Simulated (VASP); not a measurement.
# Si2Mo (I4/mmm) in VASP: single point with PBE

Aim: the single point of Si2Mo with PBE.

All numbers are computed with VASP 6.6.1; they aren't measurements. Logs are shortened: lines on timing, memory, paths and dates and some standing lists are left out, and cuts for length are marked.

## 1. The cell of the first run

The structure is tetragonal, space group I4/mmm (No. 139). The conventional cell has a = 3.200 Å, b = 3.200 Å, c = 7.861 Å, α = 90.00°, β = 90.00°, γ = 90.00°. Si (site symmetry 4mm) has 9 Si at 2.61 to 3.20 Å and 5 Mo at 2.62 Å within 3.4 Å. Mo (site symmetry 4/mmm) has 10 Si at 2.62 Å and 4 Mo at 3.20 Å within 3.5 Å.

## 2. Single point, PBE

Input file INCAR:

```
SYSTEM = Si2Mo
PREC = Accurate
ENCUT = 520
EDIFF = 1E-7
ISMEAR = -1
SIGMA = 0.1
LREAL = .FALSE.
LASPH = .TRUE.
NELM = 60
ALGO = Normal
ISIF = 2
LWAVE = .FALSE.
LCHARG = .FALSE.
GGA = PE
NBANDS = 18
```

Input file KPOINTS:

```
regular mesh
0
G
  14 14 14
  0 0 0
```

Input file POSCAR:

```
Si2Mo
1.0
   -1.6000000000      1.6000000000      3.9305000000
    1.6000000000     -1.6000000000      3.9305000000
    1.6000000000      1.6000000000     -3.9305000000
Si Mo
2 1
Direct
    0.3330000000      0.3330000000      0.0000000000
    0.6670000000      0.6670000000      0.0000000000
    0.0000000000      0.0000000000      0.0000000000
```

Potentials or basis: VASP PAW PBE potentials, release 64 (Si, Mo_sv).

Command:

```
> cat potpaw_PBE.64/Si/POTCAR potpaw_PBE.64/Mo_sv/POTCAR > POTCAR
> mpirun -np 1 vasp_std > vasp.out
```

OUTCAR:

```text
SYSTEM = Si2Mo
   PREC = Accurate
   ENCUT = 520
   EDIFF = 1E-7
   ISMEAR = -1
   LREAL = .FALSE.
   LASPH = .TRUE.
   NELM = 60
   ISIF = 2
   GGA = PE

 ion  position               nearest neighbor table
   1  0.333  0.333  0.000-   2 2.61   2 2.61   2 2.61   2 2.61   3 2.62   3 2.62   3 2.62   3 2.62
                             3 2.62   2 2.63
   2  0.667  0.667  0.000-   1 2.61   1 2.61   1 2.61   1 2.61   3 2.62   3 2.62   3 2.62   3 2.62
                             3 2.62   1 2.63
   3  0.000  0.000  0.000-   2 2.62   1 2.62   2 2.62   1 2.62   2 2.62   1 2.62   1 2.62   2 2.62
                             1 2.62   2 2.62

  LATTYP: Found a body centered tetragonal cell.
 ALAT       =     3.2000000000
 C/A-ratio  =     2.4565625000

  Lattice vectors:

 A1 = (  -1.6000000000,   1.6000000000,   3.9305000000)
 A2 = (   1.6000000000,  -1.6000000000,   3.9305000000)
 A3 = (   1.6000000000,   1.6000000000,  -3.9305000000)

Analysis of symmetry for initial positions (statically):
=====================================================================
 Subroutine PRICEL returns:
 Original cell was already a primitive cell.

 Routine SETGRP: Setting up the symmetry group for a
 body centered tetragonal supercell.

 Subroutine GETGRP returns: Found 16 space group operations
 (whereof 16 operations were pure point group operations)
 out of a pool of 16 trial point group operations.

The static configuration has the point symmetry D_4h.

Analysis of symmetry for dynamics (positions and initial velocities):
=====================================================================
 Subroutine PRICEL returns:
 Original cell was already a primitive cell.

 Routine SETGRP: Setting up the symmetry group for a
 body centered tetragonal supercell.

 Subroutine GETGRP returns: Found 16 space group operations
 (whereof 16 operations were pure point group operations)
 out of a pool of 16 trial point group operations.

The dynamic configuration has the point symmetry D_4h.

 Subroutine INISYM returns: Found 16 space group operations
 (whereof 16 operations are pure point group operations),
 and found     1 'primitive' translations

----------------------------------------------------------------------------------------

                                     Primitive cell

  volume of cell :      40.2483

  direct lattice vectors                    reciprocal lattice vectors
    -1.600000000  1.600000000  3.930500000     0.000000000  0.312500000  0.127210279
     1.600000000 -1.600000000  3.930500000     0.312500000  0.000000000  0.127210279
     1.600000000  1.600000000 -3.930500000     0.312500000  0.312500000  0.000000000

  length of vectors
     4.535287229  4.535287229  4.535287229     0.337399918  0.337399918  0.441941738

  position of ions in fractional coordinates (direct lattice)
     0.333000000  0.333000000  0.000000000
     0.667000000  0.667000000  0.000000000
     0.000000000  0.000000000  0.000000000

  ion indices of the primitive-cell ions
   primitive index   ion index
                 1           1
                 2           2
                 3           3

----------------------------------------------------------------------------------------

 KPOINTS: regular mesh

Automatic generation of k-mesh.
 Grid dimensions read from file:
 generate k-points for:   14   14   14

 Generating k-lattice:

  Cartesian coordinates                     Fractional coordinates (reciprocal lattice)
     0.000000000  0.022321429  0.009086448     0.071428571  0.000000000 -0.000000000
     0.022321429  0.000000000  0.009086448     0.000000000  0.071428571 -0.000000000
     0.022321429  0.022321429  0.000000000     0.000000000  0.000000000  0.071428571

  Length of vectors
     0.024099994  0.024099994  0.031567267

  Shift w.r.t. Gamma in fractional coordinates (k-lattice)
     0.000000000  0.000000000  0.000000000

 Subroutine IBZKPT returns following result:
 ===========================================

 Found    244 irreducible k-points:

 Following reciprocal coordinates:
            Coordinates               Weight
  0.000000  0.000000  0.000000      1.000000
  0.071429 -0.000000  0.000000      8.000000
  0.142857 -0.000000  0.000000      8.000000
  0.214286  0.000000  0.000000      8.000000
  0.285714  0.000000  0.000000      8.000000
  0.357143 -0.000000  0.000000      8.000000
[... 16 lines left out ...]
  0.214286  0.142857  0.000000     16.000000
  0.285714  0.142857  0.000000     16.000000
 [... further k-points ...]
   k-points           NKPTS =    244   k-points in BZ     NKDIM =    244   number of bands    NBANDS=     18
   number of dos      NEDOS =    301   number of ions     NIONS =      3
   total plane-waves  NPLWV =  46656
   dimension x,y,z NGX =    36 NGY =   36 NGZ =   36
   dimension x,y,z NGXF=    72 NGYF=   72 NGZF=   72
   ions per type =               2   1
   NGX,Y,Z   is equivalent  to a cutoff of  13.20, 13.20, 13.20 a.u.
   NGXF,Y,Z  is equivalent  to a cutoff of  26.39, 26.39, 26.39 a.u.
 SYSTEM =  Si2Mo
   PREC   = accura    normal or accurate (medium, high low for compatibility)
   ISTART =      0    job   : 0-new  1-cont  2-samecut
   ICHARG =      2    charge: 1-file 2-atom 10-const
   ISPIN  =      1    spin polarized calculation?
   LNONCOLLINEAR =      F non collinear calculations
   LSORBIT =      F    spin-orbit coupling
   LASPH  =      T    aspherical Exc in radial PAW
   ENCUT  =  520.0 eV  38.22 Ry    6.18 a.u.   8.43  8.43  8.43*2*pi/ulx,y,z
   NELM   =     60;   NELMIN=  2; NELMDL= -5     # of ELM steps
   EDIFF  = 0.1E-06   stopping-criterion for ELM
   LREAL  =      F    real-space projection
   EDIFFG = 0.1E-05   stopping-criterion for IOM
   NSW    =      0    number of steps for IOM
   IBRION =     -1    ionic relax: 0-MD 1-quasi-New 2-CG
   NFREE  =      0    steps in history (QN), initial steepest desc. (CG)
   ISIF   =      2    stress and relaxation
   ISYM   =      2    0-nonsym 1-usesym 2-fastsym
   POTIM  = 0.5000    time-step for ionic-motion
   TEBEG  =    0.0;   TEEND  =   0.0 temperature during run
   PSTRESS=    0.0 pullay stress
   NELECT =      22.0000    total number of electrons
   NUPDOWN=      -1.0000    fix difference up-down
   EMIN   =  10.00;   EMAX   =-10.00  energy-range for DOS
   EFERMI =   0.00;   METHOD = LEGACY
   ISMEAR =    -1;   SIGMA  =   0.10  broadening in eV -4-tet -1-fermi 0-gaus
   EFERMI_NEDOS =   21; number of points for ismear=-14 and -15
   IALGO  =     38    algorithm
   IMIX   =      4    mixing-type and parameters
     AMIX     =   0.40;   BMIX     =  1.00
     AMIX_MAG =   1.60;   BMIX_MAG =  1.00
  volume/ion in A,a.u.               =      13.42        90.54
  Fermi-wavevector in a.u.,A,eV,Ry     =   1.338546  2.529484 24.377614  1.791704
  Thomas-Fermi vector in A             =   2.467007
   LORBIT       =      0    0 simple, 1 ext, 2 COOP (PROOUT), +10 PAW based schemes
   GGA     = PE    functional components
[... 5 lines left out ...]
 non-spin polarized calculation
  energy-cutoff  :      520.00
  volume of cell :       40.25
 maximum number of plane-waves:      1108
 NGX is ok and might be reduce to    36
   NGX = 17   NGY = 17   NGZ = 17

 number of electron      22.0000000 magnetization

 Free energy of the ion-electron system (eV)
  ---------------------------------------------------
  ext. energy  EPLUGINS =         0.00000000
  ---------------------------------------------------
  free energy    TOTEN  =       -23.25714004 eV

  energy without entropy =      -23.24628205  energy(sigma->0) =      -23.25171105

 E-fermi :  12.2616     XC(G=0): -12.4280

 val. band max:       12.2211670734   @ k =  -0.3571  -0.4286   0.3571
 cond. band min:      12.2840875343   @ k =  -0.4286  -0.4286   0.3571
 fundamental gap:      0.0629204609
 Fermi energy:        12.2616310610

 k-point     1 :       0.0000    0.0000    0.0000
  band No.  band energies     occupation
      1     -48.4675      2.00000
      2     -22.6310      2.00000
      3     -22.5327      2.00000
      4     -22.5327      2.00000
      5      -1.1900      2.00000
      6       5.9295      2.00000
[... 10 lines left out ...]
     17      17.2934      0.00000
     18      17.2934      0.00000

 k-point     2 :       0.0714   -0.0000    0.0000
  band No.  band energies     occupation
      1     -48.4666      2.00000
      2     -22.6300      2.00000
      3     -22.5456      2.00000
      4     -22.5315      2.00000
      5      -1.0974      2.00000
      6       5.9344      2.00000
[... 10 lines left out ...]
     17      17.3800      0.00000
     18      17.8669      0.00000

 k-point     3 :       0.1429   -0.0000    0.0000
  band No.  band energies     occupation
      1     -48.4641      2.00000
      2     -22.6274      2.00000
      3     -22.5815      2.00000
      4     -22.5282      2.00000
      5      -0.8230      2.00000
      6       5.9153      2.00000
[... 10 lines left out ...]
     17      17.8620      0.00000
     18      19.0394      0.00000

 k-point     4 :       0.2143    0.0000    0.0000
  band No.  band energies     occupation
      1     -48.4604      2.00000
      2     -22.6336      2.00000
      3     -22.6229      2.00000
      4     -22.5233      2.00000
      5      -0.3774      2.00000
      6       5.7395      2.00000
[... 375 lines left out ...]
      4     -22.5737      2.00000
      5      -0.3696      2.00000
      6       5.4811      2.00000
[... 10 lines left out ...]
     17      18.9417      0.00000
     18      19.4438      0.00000

 k-point    23 :       0.2143    0.1429    0.0000
  band No.  band energies     occupation
      1     -48.4569      2.00000
      2     -22.6289      2.00000
      3     -22.6202      2.00000
      4     -22.5709      2.00000
      5       0.1012      2.00000
      6       5.2675      2.00000
[... 10 lines left out ...]
     17      18.9307      0.00000
     18      20.4668      0.00000

 k-point    24 :       0.2857    0.1429    0.0000
  band No.  band energies     occupation
      1     -48.4528      2.00000
      2     -22.6839      2.00000
      3     -22.6164      2.00000
      4     -22.5650      2.00000
      5       0.7106      2.00000
      6       4.9369      2.00000
[... 10 lines left out ...]
     17      19.5040      0.00000
     18      20.6069      0.00000

 [... further k-points ...]
[... 5 lines left out ...]
  --------------------------------------------------------------------------------------
  -------------------------------------------------------------------------------------
  Total        0.7035124      0.7035124      0.4239488      0.0000000      0.0000000      0.0000000
  in kB       28.0049349     28.0049349     16.8762610      0.0000000      0.0000000      0.0000000
  external PRESSURE =      24.2953770 kB  Pullay stress =       0.0000000 kB

 VOLUME and BASIS-vectors are now :
 -----------------------------------------------------------------------------
  energy-cutoff  :      520.00
  volume of cell :       40.25
      direct lattice vectors                 reciprocal lattice vectors
    -1.600000000  1.600000000  3.930500000     0.000000000  0.312500000  0.127210279
     1.600000000 -1.600000000  3.930500000     0.312500000  0.000000000  0.127210279
     1.600000000  1.600000000 -3.930500000     0.312500000  0.312500000  0.000000000

 POSITION                                       TOTAL-FORCE (eV/Angst)
 -----------------------------------------------------------------------------------
      0.00000      0.00000      2.61771         0.000000      0.000000      0.272034
      0.00000      0.00000      5.24329        -0.000000     -0.000000     -0.272034
      0.00000      0.00000      0.00000         0.000000      0.000000     -0.000000
 -----------------------------------------------------------------------------------
    total drift:                                0.000000      0.000000     -0.000000

  FREE ENERGIE OF THE ION-ELECTRON SYSTEM (eV)
  ---------------------------------------------------
  free  energy   TOTEN  =       -23.2571400445 eV

  energy  without entropy=      -23.2462820528  energy(sigma->0) =      -23.25171105
```

It took 13 min on 1 thread of AMD EPYC 7R13, shared host; peak memory 0.29 GiB.

Results:

```
Free energy            : -23.2571 eV
Pressure               : 2.4 GPa
Largest force          : 0.272 eV/Å
Band gap on the k mesh : zero (band 11 reaches 12.79 eV, above the bottom of band 12 at 11.74 eV)
```

Forces in eV/Å, atoms in the order of the input:
```
Si   0.000  0.000  0.272
Si   0.000  0.000 -0.272
Mo   0.000  0.000  0.000
```

Levels at points of the mesh, in eV from the Fermi level:
| k point | band 7 | band 8 | band 9 | band 10 | band 11 | band 12 | band 13 | band 14 | band 15 | band 16 |
| --- | --- | --- | --- | --- | --- | --- | --- | --- | --- | --- |
| (0.00, 0.00, 0.00) | -3.46 | -3.01 | -2.65 | -2.65 | 0.42 | 3.08 | 3.12 | 3.64 | 3.64 | 4.07 |
| (0.50, 0.00, 0.00) | -4.90 | -4.47 | -2.61 | -2.50 | -0.51 | 2.27 | 3.03 | 4.04 | 4.26 | 5.48 |
| (0.50, 0.50, 0.00) | -5.70 | -5.27 | -4.49 | -3.06 | -1.13 | 2.33 | 2.72 | 3.02 | 3.25 | 4.82 |
| (0.50, 0.50, 0.50) | -3.49 | -2.28 | -0.58 | -0.58 | -0.52 | -0.52 | 0.55 | 4.62 | 5.16 | 5.91 |
